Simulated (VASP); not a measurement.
# SnSe2 (P-3m1) in VASP: a series of runs

SnSe2 is run at these levels: r2SCAN; tasks: single point, relaxation of cell and atoms.

Program: VASP 6.6.1. These are calculated values, not measurements. Logs are shortened: lines on timing, memory, paths and dates and some standing lists are left out, and cuts for length are marked.

### Step 1. The cell of the first run

It takes space group P-3m1 (No. 164, trigonal). The conventional cell has a = 3.841 Å, b = 3.841 Å, c = 6.786 Å, α = 90.00°, β = 90.00°, γ = 120.00°. Sn (site symmetry -3m) has 6 Se at 2.72 Å within 3.6 Å. Se (site symmetry 3m) has 3 Sn at 2.72 Å within 3.6 Å.

### Step 2. Single point, r2SCAN (strain along c alone, the other axes held: +4.0 %, then relaxed in part)

Input file POSCAR:

```
SnSe2
1.0
    3.8405603077      0.0000000000      0.0000000000
   -1.9202801539      3.3260227912      0.0000000000
    0.0000000000      0.0000000000      6.7856171339
Sn Se
1 2
Direct
    0.0000000000      0.0000000000      0.0000000000
    0.6666666667      0.3333333333      0.7677994023
    0.3333333333      0.6666666667      0.2322005977
```

Input file INCAR.step1:

```
SYSTEM = SnSe2
ALGO     = Normal         ! electronic algorithm
EDIFF    = 1E-4           ! SCF threshold, eV
ENCUT    = 520            ! plane-wave cutoff, eV
GGA      = PE             ! functional
ISMEAR   = 0              ! smearing method
LASPH    = .True.         ! aspherical terms in the spheres
LCHARG   = .False.        ! write CHGCAR
LREAL    = .False.        ! projectors in reciprocal space
LWAVE    = .True.         ! write WAVECAR
NBANDS   = 20             ! bands
NELM     = 60             ! most SCF steps
PREC     = Accurate       ! precision mode
SIGMA    = 0.02           ! smearing width, eV
```

Input file INCAR.step2:

```
SYSTEM = SnSe2
ALGO     = Normal         ! electronic algorithm
EDIFF    = 1E-7           ! SCF threshold, eV
ENCUT    = 520            ! plane-wave cutoff, eV
ISIF     = 2              ! what is computed and relaxed
ISMEAR   = 0              ! smearing method
ISTART   = 1            
LASPH    = .True.         ! aspherical terms in the spheres
LCHARG   = .True.         ! write CHGCAR
LELF     = .True.         ! ELF
LMIXTAU  = .True.       
LREAL    = .False.        ! projectors in reciprocal space
LVHAR    = .True.       
LWAVE    = .False.        ! write WAVECAR
METAGGA  = R2SCAN         ! meta-GGA
NBANDS   = 20             ! bands
NELM     = 60             ! most SCF steps
PREC     = Accurate       ! precision mode
SIGMA    = 0.02           ! smearing width, eV
```

Input file KPOINTS:

```
k-points
0
Gamma
  12 12 4
  0 0 0
```

Potentials or basis: VASP PAW PBE potentials, release 64 (Sn_d, Se).

Run with:

```
$ cat potpaw_PBE.64/Sn_d/POTCAR potpaw_PBE.64/Se/POTCAR > POTCAR
$ cp INCAR.step1 INCAR
$ mpirun -np 1 vasp_std > vasp.out
$ cp INCAR.step2 INCAR
$ mpirun -np 1 vasp_std > vasp.out
```

OUTCAR:

```text
SYSTEM = SnSe2
   EDIFF = 1E-7
   ENCUT = 520
   ISIF = 2
   ISMEAR = 0
   ISTART = 1
   LASPH = .True.
   LREAL = .False.
   METAGGA = R2SCAN
   NELM = 60
   PREC = Accurate

 ion  position               nearest neighbor table
   1  0.000  0.000  0.000-   2 2.72   3 2.72   3 2.72   2 2.72   2 2.72   3 2.72
   2  0.667  0.333  0.768-   1 2.72   1 2.72   1 2.72
   3  0.333  0.667  0.232-   1 2.72   1 2.72   1 2.72

  LATTYP: Found a hexagonal cell.
 ALAT       =     3.8405603077
 C/A-ratio  =     1.7668299910

  Lattice vectors:

 A1 = (   3.8405603077,   0.0000000000,   0.0000000000)
 A2 = (  -1.9202801539,   3.3260227912,   0.0000000000)
 A3 = (   0.0000000000,   0.0000000000,   6.7856171339)

Analysis of symmetry for initial positions (statically):
=====================================================================
 Subroutine PRICEL returns:
 Original cell was already a primitive cell.

 Routine SETGRP: Setting up the symmetry group for a
 hexagonal supercell.

 Subroutine GETGRP returns: Found 12 space group operations
 (whereof 12 operations were pure point group operations)
 out of a pool of 24 trial point group operations.

The static configuration has the point symmetry D_3d.

Analysis of symmetry for dynamics (positions and initial velocities):
=====================================================================
 Subroutine PRICEL returns:
 Original cell was already a primitive cell.

 Routine SETGRP: Setting up the symmetry group for a
 hexagonal supercell.

 Subroutine GETGRP returns: Found 12 space group operations
 (whereof 12 operations were pure point group operations)
 out of a pool of 24 trial point group operations.

The dynamic configuration has the point symmetry D_3d.

 Subroutine INISYM returns: Found 12 space group operations
 (whereof 12 operations are pure point group operations),
 and found     1 'primitive' translations

----------------------------------------------------------------------------------------

                                     Primitive cell

  volume of cell :      86.6781

  direct lattice vectors                    reciprocal lattice vectors
     3.840560308  0.000000000  0.000000000     0.260378674  0.150329697  0.000000000
    -1.920280154  3.326022791  0.000000000     0.000000000  0.300659395  0.000000000
     0.000000000  0.000000000  6.785617134     0.000000000  0.000000000  0.147370531

  length of vectors
[... 77 lines left out ...]
   ICHARG =      0    charge: 1-file 2-atom 10-const
   ISPIN  =      1    spin polarized calculation?
   LNONCOLLINEAR =      F non collinear calculations
   LSORBIT =      F    spin-orbit coupling
   LASPH  =      T    aspherical Exc in radial PAW
   ENCUT  =  520.0 eV  38.22 Ry    6.18 a.u.   7.14  7.14 12.62*2*pi/ulx,y,z
   NELM   =     60;   NELMIN=  2; NELMDL=  0     # of ELM steps
   EDIFF  = 0.1E-06   stopping-criterion for ELM
   LREAL  =      F    real-space projection
   EDIFFG = 0.1E-05   stopping-criterion for IOM
   NSW    =      0    number of steps for IOM
   IBRION =     -1    ionic relax: 0-MD 1-quasi-New 2-CG
   NFREE  =      0    steps in history (QN), initial steepest desc. (CG)
   ISIF   =      2    stress and relaxation
   ISYM   =      2    0-nonsym 1-usesym 2-fastsym
   POTIM  = 0.5000    time-step for ionic-motion
   TEBEG  =    0.0;   TEEND  =   0.0 temperature during run
   PSTRESS=    0.0 pullay stress
   NELECT =      26.0000    total number of electrons
   NUPDOWN=      -1.0000    fix difference up-down
   EMIN   =  10.00;   EMAX   =-10.00  energy-range for DOS
   EFERMI =   0.00;   METHOD = LEGACY
   ISMEAR =     0;   SIGMA  =   0.02  broadening in eV -4-tet -1-fermi 0-gaus
   EFERMI_NEDOS =   21; number of points for ismear=-14 and -15
   IALGO  =     38    algorithm
   IMIX   =      4    mixing-type and parameters
     AMIX     =   0.40;   BMIX     =  1.00
     AMIX_MAG =   1.60;   BMIX_MAG =  1.00
  volume/ion in A,a.u.               =      28.89       194.98
  Fermi-wavevector in a.u.,A,eV,Ry     =   1.095880  2.070912 16.339949  1.200952
  Thomas-Fermi vector in A             =   2.232212
   LORBIT       =      0    0 simple, 1 ext, 2 COOP (PROOUT), +10 PAW based schemes
   METAGGA = R2SCAN    functional components
   LHFCALC =     F    Hartree Fock is set to
   AEXX    =    0.0000 exact exchange contribution
   IVDW    =     0    specifies the selected vdW correction
   LEPSILON=     F    determine dielectric tensor
   LRPA    =     F    only Hartree local field effects (RPA)
 non-spin polarized calculation
 Gauss-broadening in eV      SIGMA  =   0.02
  energy-cutoff  :      520.00
  volume of cell :       86.68
 maximum number of plane-waves:      2370
 NGX is ok and might be reduce to    30
   NGX = 15   NGY = 15   NGZ = 25

 number of electron      25.9999999 magnetization

 Free energy of the ion-electron system (eV)
  ---------------------------------------------------
  ext. energy  EPLUGINS =         0.00000000
  ---------------------------------------------------
  free energy    TOTEN  =       -54.63537389 eV

  energy without entropy =      -54.63537389  energy(sigma->0) =      -54.63537389

 E-fermi :   2.7799     XC(G=0):  -9.3361

 val. band max:        2.6351092388   @ k =   0.1667   0.0000   0.0000
 cond. band min:       3.6700655645   @ k =   0.5000   0.0000   0.5000
 fundamental gap:      1.0349563257
 Fermi energy:         2.7799083407

 k-point     1 :       0.0000    0.0000    0.0000
  band No.  band energies     occupation
      1     -19.1464      2.00000
      2     -19.1463      2.00000
      3     -19.0915      2.00000
      4     -19.0846      2.00000
      5     -19.0845      2.00000
      6     -11.3935      2.00000
[... 541 lines left out ...]
     19      11.4572      0.00000
     20      11.9009      0.00000

 [... further k-points ...]
[... 5 lines left out ...]
  --------------------------------------------------------------------------------------
  -------------------------------------------------------------------------------------
  Total       -0.0605364     -0.0605364     -0.1689788      0.0000000      0.0000000      0.0000000
  in kB       -1.1189685     -1.1189685     -3.1234427      0.0000000      0.0000000      0.0000000
  external PRESSURE =      -1.7871265 kB  Pullay stress =       0.0000000 kB

 VOLUME and BASIS-vectors are now :
 -----------------------------------------------------------------------------
  energy-cutoff  :      520.00
  volume of cell :       86.68
      direct lattice vectors                 reciprocal lattice vectors
     3.840560308  0.000000000  0.000000000     0.260378674  0.150329697  0.000000000
    -1.920280154  3.326022791  0.000000000     0.000000000  0.300659395  0.000000000
     0.000000000  0.000000000  6.785617134     0.000000000  0.000000000  0.147370531

 POSITION                                       TOTAL-FORCE (eV/Angst)
 -----------------------------------------------------------------------------------
      0.00000      0.00000      0.00000        -0.000000      0.000000      0.000000
      1.92028      1.10867      5.20999        -0.000000      0.000000     -0.013074
     -0.00000      2.21735      1.57562         0.000000     -0.000000      0.013074
 -----------------------------------------------------------------------------------
    total drift:                                0.000000     -0.000000      0.000000

  FREE ENERGIE OF THE ION-ELECTRON SYSTEM (eV)
  ---------------------------------------------------
  free  energy   TOTEN  =       -54.6353738886 eV

  energy  without entropy=      -54.6353738886  energy(sigma->0) =      -54.63537389
```

OUTCAR.step1:

```text
SYSTEM = SnSe2
   EDIFF = 1E-4
   ENCUT = 520
   GGA = PE
   ISMEAR = 0
[... 779 lines left out ...]
      0.00000      0.00000      0.00000        -0.000000      0.000000      0.000000
      1.92028      1.10867      5.20999        -0.000000      0.000000     -0.282625
     -0.00000      2.21735      1.57562         0.000000     -0.000000      0.282625
 -----------------------------------------------------------------------------------
    total drift:                                0.000000     -0.000000      0.000000

  FREE ENERGIE OF THE ION-ELECTRON SYSTEM (eV)
  ---------------------------------------------------
  free  energy   TOTEN  =       -11.8601983205 eV

  energy  without entropy=      -11.8601983205  energy(sigma->0) =      -11.86019832
```

OSZICAR.step1:

```text
N       E                     dE             d eps       ncg     rms          rms(c)
DAV:   1     0.205196358412E+03    0.20520E+03   -0.12083E+04  2792   0.143E+03
DAV:   2     0.125846977062E+02   -0.19261E+03   -0.18543E+03  2960   0.369E+02
DAV:   3    -0.112226419121E+02   -0.23807E+02   -0.23157E+02  3348   0.115E+02
DAV:   4    -0.121110785365E+02   -0.88844E+00   -0.88693E+00  3300   0.234E+01
DAV:   5    -0.121329932433E+02   -0.21915E-01   -0.21913E-01  3860   0.383E+00    0.486E+00
DAV:   6    -0.118774796040E+02    0.25551E+00   -0.52861E-01  4188   0.745E+00    0.313E+00
DAV:   7    -0.118598757350E+02    0.17604E-01   -0.15563E-01  3200   0.246E+00    0.985E-01
DAV:   8    -0.118596502103E+02    0.22552E-03   -0.12644E-02  3496   0.106E+00    0.270E-01
DAV:   9    -0.118601817737E+02   -0.53156E-03   -0.14888E-03  3032   0.303E-01    0.842E-02
DAV:  10    -0.118601983205E+02   -0.16547E-04   -0.10780E-04  2532   0.761E-02
   1 F= -.11860198E+02 E0= -.11860198E+02  d E =-.196163E-15
```

It took 3.8 min on 1 thread of Intel Xeon 6975P-C (Granite Rapids), shared host; peak memory 0.29 GiB.

Results:

```
Free energy            : -54.6354 eV
Pressure               : -0.2 GPa
Largest force          : 0.013 eV/Å
Band gap on the k mesh : 1.03 eV (least direct gap 1.45 eV)
```

Forces on the atoms (eV/Å):
```
Sn   0.000  0.000  0.000
Se   0.000  0.000 -0.013
Se   0.000  0.000  0.013
```

Caveat: the cell differs from its parent crystal (strain along c alone, the other axes held: +4.0 %, then relaxed in part); the PAW data sets were made with another functional, which shifts forces and pressure a little; spin-orbit coupling is left out, which moves the levels of the heavy elements.

### Step 3. Single point, r2SCAN (strain along c alone, the other axes held: +6.0 %, then relaxed in part)

Input file POSCAR:

```
SnSe2
1.0
    3.8405603077      0.0000000000      0.0000000000
   -1.9202801539      3.3260227912      0.0000000000
    0.0000000000      0.0000000000      6.9161097711
Sn Se
1 2
Direct
    0.0000000000      0.0000000000      0.0000000000
    0.6666666667      0.3333333333      0.7721395631
    0.3333333333      0.6666666667      0.2278604369
```

Input file INCAR.step1:

```
PREC = Accurate ; ENCUT = 520
ISMEAR = 0 ; SIGMA = 0.02
LREAL = F ; LASPH = T
NELM = 80 ; NBANDS = 20
GGA = PE ; ALGO = Normal
EDIFF = 1E-4 ; LWAVE = T
LCHARG = F
```

Input file INCAR.step2:

```
PREC = Accurate ; ENCUT = 520
EDIFF = 1E-6 ; ISMEAR = 0
SIGMA = 0.02 ; LREAL = F
LASPH = T ; NELM = 80
ALGO = Normal ; ISIF = 2
LWAVE = F ; LCHARG = T
METAGGA = R2SCAN ; LMIXTAU = T
LELF = T ; LVHAR = T
NBANDS = 20 ; ISTART = 1
```

Input file KPOINTS:

```
Automatic mesh
0
Gamma
  12 12 4
```

Potentials or basis: VASP PAW PBE potentials, release 64 (Sn_d, Se).

Run with:

```
$ cat potpaw_PBE.64/Sn_d/POTCAR potpaw_PBE.64/Se/POTCAR > POTCAR
$ cp INCAR.step1 INCAR
$ mpirun -np 1 vasp_std > vasp.out
$ cp INCAR.step2 INCAR
$ mpirun -np 1 vasp_std > vasp.out
```

Run time: 3.2 min. Hardware: 1 thread of Intel Xeon 6975P-C (Granite Rapids), shared host; peak memory 0.3 GiB.

Results (log left out):

* Free energy: -54.6313 eV
* Pressure: -0.2 GPa
* Largest force: 0.013 eV/Å
* Band gap on the k mesh: 1.04 eV (least direct gap 1.44 eV)

Forces on the atoms (eV/Å):
```
Sn   0.000  0.000  0.000
Se   0.000  0.000 -0.013
Se   0.000  0.000  0.013
```

Stress tensor (GPa, compression positive):
```
-0.15  0.00  0.00
 0.00 -0.15  0.00
 0.00  0.00 -0.40
```

Levels at points of the mesh, in eV from the valence-band top:
| k point | band 10 | band 11 | band 12 | band 13 | band 14 | band 15 | band 16 | band 17 |
| --- | --- | --- | --- | --- | --- | --- | --- | --- |
| (0.00, 0.00, 0.00) | -0.51 | -0.51 | -0.13 | -0.13 | 1.60 | 3.64 | 5.06 | 5.06 |
| (0.50, 0.00, 0.00) | -2.48 | -2.34 | -0.80 | -0.28 | 1.24 | 4.44 | 6.13 | 6.18 |
| (0.00, 0.00, 0.50) | -0.53 | -0.53 | -0.09 | -0.09 | 2.49 | 3.59 | 4.98 | 4.98 |
| (0.50, 0.00, 0.50) | -2.29 | -2.10 | -0.65 | -0.40 | 1.04 | 4.75 | 5.41 | 6.25 |

Caveat: the cell differs from its parent crystal (strain along c alone, the other axes held: +6.0 %, then relaxed in part); the PAW data sets were made with another functional, which shifts forces and pressure a little; spin-orbit coupling is left out, which moves the levels of the heavy elements.

[end of part 1 of 3]
